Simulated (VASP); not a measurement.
# BeS (F-43m) in VASP: notebook, part 2 of 2

VASP 6.6.1. Earlier steps stand in the parts before.

### Step 3. Single point, r2SCAN

Input file POSCAR:

```
BeS
1.0
    0.0000000000      2.4343066372      2.4343066372
    2.4343066372      0.0000000000      2.4343066372
    2.4343066372      2.4343066372      0.0000000000
Be S
1 1
Direct
    0.0000000000      0.0000000000      0.0000000000
    0.2500000000      0.2500000000      0.2500000000
```

Input file INCAR.step1:

```
SYSTEM = BeS
  PREC = Accurate
  ENCUT = 520
  ISMEAR = 0
  SIGMA = 0.01
  LREAL = .False.
  LASPH = .True.
  NELM = 80
  NBANDS = 11
  GGA = PE
  ALGO = Normal
  EDIFF = 1E-4
  LWAVE = .True.
  LCHARG = .False.
```

Input file INCAR.step2:

```
SYSTEM = BeS
  PREC = Accurate
  ENCUT = 520
  EDIFF = 1E-6
  ISMEAR = 0
  SIGMA = 0.01
  LREAL = .False.
  LASPH = .True.
  NELM = 80
  ALGO = Normal
  ISIF = 2
  LWAVE = .False.
  LCHARG = .False.
  METAGGA = R2SCAN
  LMIXTAU = .True.
  NBANDS = 11
  ISTART = 1
```

Input file KPOINTS:

```
regular mesh
0
Gamma
  6 6 6
  0 0 0
```

Potentials or basis: VASP PAW PBE potentials, release 64 (Be, S).

On the command line:

```sh
cat potpaw_PBE.64/Be/POTCAR potpaw_PBE.64/S/POTCAR > POTCAR
cp INCAR.step1 INCAR
mpirun -np 1 vasp_std > vasp.out
cp INCAR.step2 INCAR
mpirun -np 1 vasp_std > vasp.out
```

OUTCAR:

```text
SYSTEM = BeS
   PREC = Accurate
   ENCUT = 520
   EDIFF = 1E-6
   ISMEAR = 0
   LREAL = .False.
   LASPH = .True.
   NELM = 80
   ISIF = 2
   METAGGA = R2SCAN
   ISTART = 1

 ion  position               nearest neighbor table
   1  0.000  0.000  0.000-   2 2.11   2 2.11   2 2.11   2 2.11
   2  0.250  0.250  0.250-   1 2.11   1 2.11   1 2.11   1 2.11

  LATTYP: Found a face centered cubic cell.
 ALAT       =     4.8686132744

  Lattice vectors:

 A1 = (   0.0000000000,   2.4343066372,   2.4343066372)
 A2 = (   2.4343066372,   0.0000000000,   2.4343066372)
 A3 = (   2.4343066372,   2.4343066372,   0.0000000000)

Analysis of symmetry for initial positions (statically):
=====================================================================
 Subroutine PRICEL returns:
 Original cell was already a primitive cell.

 Routine SETGRP: Setting up the symmetry group for a
 face centered cubic supercell.

 Subroutine GETGRP returns: Found 24 space group operations
 (whereof 24 operations were pure point group operations)
 out of a pool of 48 trial point group operations.

The static configuration has the point symmetry T_d .

Analysis of symmetry for dynamics (positions and initial velocities):
=====================================================================
 Subroutine PRICEL returns:
 Original cell was already a primitive cell.

 Routine SETGRP: Setting up the symmetry group for a
 face centered cubic supercell.

 Subroutine GETGRP returns: Found 24 space group operations
 (whereof 24 operations were pure point group operations)
 out of a pool of 48 trial point group operations.

The dynamic configuration has the point symmetry T_d .

 Subroutine INISYM returns: Found 24 space group operations
 (whereof 24 operations are pure point group operations),
 and found     1 'primitive' translations

[... 111 lines left out ...]
   LHFCALC =     F    Hartree Fock is set to
   AEXX    =    0.0000 exact exchange contribution
   IVDW    =     0    specifies the selected vdW correction
   LEPSILON=     F    determine dielectric tensor
   LRPA    =     F    only Hartree local field effects (RPA)
 non-spin polarized calculation
 Gauss-broadening in eV      SIGMA  =   0.01
  energy-cutoff  :      520.00
  volume of cell :       28.85
 maximum number of plane-waves:       791
 NGX is ok and might be reduce to    28
   NGX = 13   NGY = 13   NGZ = 13

 number of electron       7.9999999 magnetization

 Free energy of the ion-electron system (eV)
  ---------------------------------------------------
  ext. energy  EPLUGINS =         0.00000000
  ---------------------------------------------------
  free energy    TOTEN  =       -14.78424840 eV

  energy without entropy =      -14.78424840  energy(sigma->0) =      -14.78424840

 E-fermi :   3.8956     XC(G=0): -10.1328

 val. band max:        3.8500253421   @ k =   0.0000   0.0000   0.0000
 cond. band min:       7.4474925224   @ k =   0.5000   0.5000   0.0000
 fundamental gap:      3.5974671803
 Fermi energy:         3.8955800744

 k-point     1 :       0.0000    0.0000    0.0000
  band No.  band energies     occupation
      1     -10.3670      2.00000
      2       3.8500      2.00000
      3       3.8500      2.00000
      4       3.8500      2.00000
      5      10.1133      0.00000
      6      10.1133      0.00000
      7      10.1133      0.00000
      8      10.4344      0.00000
      9      17.2512      0.00000
     10      17.2512      0.00000
     11      19.6603      0.00000
[... 197 lines left out ...]
 k-point    16 :      -0.3333    0.5000    0.1667
  band No.  band energies     occupation
      1      -8.1219      2.00000
      2      -0.8469      2.00000
      3       0.3850      2.00000
      4       0.6477      2.00000
      5       9.5043      0.00000
      6      11.0641      0.00000
      7      14.6817      0.00000
      8      15.0665      0.00000
      9      19.1228      0.00000
     10      19.4233      0.00000
     11      21.7801      0.00000

------------------------ aborting loop because EDIFF is reached ----------------------------------------

  FORCE on cell =-STRESS in cart. coord.  units (eV):
  Direction    XX          YY          ZZ          XY          YZ          ZX
  --------------------------------------------------------------------------------------
  -------------------------------------------------------------------------------------
  Total        0.0553498      0.0553498      0.0553498      0.0000000      0.0000000     -0.0000000
  in kB        3.0737664      3.0737664      3.0737664      0.0000000      0.0000000     -0.0000000
  external PRESSURE =       3.0737664 kB  Pullay stress =       0.0000000 kB

 VOLUME and BASIS-vectors are now :
 -----------------------------------------------------------------------------
  energy-cutoff  :      520.00
  volume of cell :       28.85
      direct lattice vectors                 reciprocal lattice vectors
     0.000000000  2.434306637  2.434306637    -0.205397296  0.205397296  0.205397296
     2.434306637  0.000000000  2.434306637     0.205397296 -0.205397296  0.205397296
     2.434306637  2.434306637  0.000000000     0.205397296  0.205397296 -0.205397296

 POSITION                                       TOTAL-FORCE (eV/Angst)
 -----------------------------------------------------------------------------------
      0.00000      0.00000      0.00000        -0.000000     -0.000000     -0.000000
      1.21715      1.21715      1.21715         0.000000      0.000000      0.000000
 -----------------------------------------------------------------------------------
    total drift:                                0.000000      0.000000      0.000000

  FREE ENERGIE OF THE ION-ELECTRON SYSTEM (eV)
  ---------------------------------------------------
  free  energy   TOTEN  =       -14.7842484012 eV

  energy  without entropy=      -14.7842484012  energy(sigma->0) =      -14.78424840
```

OUTCAR.step1:

```text
SYSTEM = BeS
   PREC = Accurate
   ENCUT = 520
   ISMEAR = 0
   LREAL = .False.
   LASPH = .True.
[... 435 lines left out ...]
      0.00000      0.00000      0.00000        -0.000000     -0.000000     -0.000000
      1.21715      1.21715      1.21715         0.000000      0.000000      0.000000
 -----------------------------------------------------------------------------------
    total drift:                               -0.000000     -0.000000     -0.000000

  FREE ENERGIE OF THE ION-ELECTRON SYSTEM (eV)
  ---------------------------------------------------
  free  energy   TOTEN  =       -10.0104601805 eV

  energy  without entropy=      -10.0104601805  energy(sigma->0) =      -10.01046018
```

Wall time 42 s (1 thread of Intel Xeon Platinum 8259CL at 2.50GHz (Skylake/Cascade Lake), shared host); peak memory 0.15 GiB.

What came out:

```
Free energy            : -14.7842 eV
Pressure               : 0.3 GPa
Band gap on the k mesh : 3.60 eV, indirect (least direct gap 6.26 eV)
```

Caveat: the PAW data sets were made with another functional, which shifts forces and pressure a little. A k mesh can miss the band edges.

### Step 4. Single point, HSE06

POSCAR is that of step 3.

Input file INCAR.step1:

```
SYSTEM = BeS
PREC = Accurate
ENCUT = 520
EDIFF = 1E-5
ISMEAR = 0
SIGMA = 0.01
LREAL = .False.
LASPH = .True.
NELM = 60
ALGO = Normal
ISIF = 2
LWAVE = .True.
NBANDS = 11
GGA = PE
```

Input file INCAR.step2:

```
SYSTEM = BeS
PREC = Accurate
ENCUT = 520
EDIFF = 1E-7
ISMEAR = 0
SIGMA = 0.01
LREAL = .False.
LASPH = .True.
NELM = 60
ALGO = Normal
ISIF = 2
LWAVE = .False.
LCHARG = .True.
GGA = PE
LHFCALC = .True.
HFSCREEN = 0.2079
PRECFOCK = Normal
LELF = .True.
LVHAR = .True.
NBANDS = 11
ISTART = 1
```

KPOINTS is that of step 3.

On the command line:

```sh
cat potpaw_PBE.64/Be/POTCAR potpaw_PBE.64/S/POTCAR > POTCAR
cp INCAR.step1 INCAR
mpirun -np 1 vasp_std > vasp.out
cp INCAR.step2 INCAR
mpirun -np 1 vasp_std > vasp.out
```

It took 18 min on 1 thread of Intel Xeon Platinum 8259CL at 2.50GHz (Skylake/Cascade Lake), shared host; peak memory 0.26 GiB.

It converged, with:

```yaml
Free_energy: -11.3875 eV
Pressure: -1.0 GPa
Band_gap_on_the_k_mesh: 4.08 eV, indirect (least direct gap 6.87 eV)
```

Levels at points of the mesh, in eV from the valence-band top:
| k point | band 1 | band 2 | band 3 | band 4 | band 5 | band 6 | band 7 | band 8 |
| --- | --- | --- | --- | --- | --- | --- | --- | --- |
| (0.00, 0.00, 0.00) | -15.00 | 0.00 | 0.00 | 0.00 | 6.87 | 6.87 | 6.87 | 6.96 |
| (0.50, 0.00, 0.00) | -13.26 | -6.28 | -1.11 | -1.11 | 6.56 | 7.77 | 7.77 | 12.50 |
| (0.50, 0.50, 0.00) | -12.67 | -5.48 | -2.84 | -2.84 | 4.08 | 5.97 | 14.42 | 14.42 |

Caveat: the PAW data sets were made with another functional, which shifts forces and pressure a little. A k mesh can miss the band edges.

### Step 5. Single point, PBE0

POSCAR is that of step 4.

Input file INCAR.step1:

```
PREC = Accurate
ENCUT = 520
EDIFF = 1E-5
ISMEAR = 0
SIGMA = 0.01
LREAL = False
LASPH = True
NELM = 80
ALGO = Normal
ISIF = 2
LWAVE = True
LCHARG = False
GGA = PE
NBANDS = 11
```

Input file INCAR.step2:

```
PREC = Accurate
ENCUT = 520
EDIFF = 1E-6
ISMEAR = 0
SIGMA = 0.01
LREAL = False
LASPH = True
NELM = 80
ALGO = Normal
ISIF = 2
LWAVE = False
LCHARG = False
GGA = PE
LHFCALC = True
AEXX = 0.25
PRECFOCK = Normal
ISTART = 1
NBANDS = 11
```

Input file KPOINTS:

```
Automatic mesh
0
Gamma
  6 6 6
```

On the command line:

```sh
cat potpaw_PBE.64/Be/POTCAR potpaw_PBE.64/S/POTCAR > POTCAR
cp INCAR.step1 INCAR
mpirun -np 1 vasp_std > vasp.out
cp INCAR.step2 INCAR
mpirun -np 1 vasp_std > vasp.out
```

It took 16 min on 1 thread of Intel Xeon Platinum 8259CL at 2.50GHz (Skylake/Cascade Lake), shared host; peak memory 0.16 GiB.

It converged, with:

* Free energy: -11.9929 eV
* Pressure: -1.1 GPa
* Band gap on the k mesh: 4.80 eV, indirect (least direct gap 7.62 eV)

Levels at points of the mesh, in eV from the valence-band top:
```
           k point  band 2  band 3  band 4  band 5  band 6  band 7
(0.00, 0.00, 0.00)    0.00    0.00    0.00    7.62    7.62    7.62
(0.50, 0.00, 0.00)   -6.33   -1.12   -1.12    7.31    8.53    8.53
(0.50, 0.50, 0.00)   -5.53   -2.86   -2.86    4.80    6.71   15.20
```

Caveat: the PAW data sets were made with another functional, which shifts forces and pressure a little. A k mesh can miss the band edges.

### Step 6. Overview

| level | k mesh | grid for exact exchange (PRECFOCK) | screening parameter | gap on the mesh (eV) | pressure (GPa) |
| --- | --- | --- | --- | --- | --- |
| PBE | 8 × 8 × 8 | - | - | 3.14 | 0.4 |
| r2SCAN | 6 × 6 × 6 | - | - | 3.60 | 0.3 |
| HSE06 | 6 × 6 × 6 | Normal | 0.2079 1/Å | 4.08 | -1.0 |
| PBE0 | 6 × 6 × 6 | Normal | - | 4.80 | -1.1 |

Alike in all rows: task single point; potentials or basis VASP PAW PBE potentials, release 64 (Be, S); no spin polarisation; cell as given; cutoff (eV) 520; smearing gaussian 0.01 eV.

On the cell as given the gap runs from 3.14 eV (PBE) to 4.80 eV (PBE0); the meshes differ, which moves gaps too. The pressure there spans -1.1 GPa (PBE0) to 0.4 GPa (PBE); a positive pressure means that this level wants a larger cell, a negative one a smaller.

Caveats: the PAW data sets were made with another functional, which shifts forces and pressure a little (some runs).

Total energies depend on the potentials used, so only differences within one code and one set of settings carry meaning.
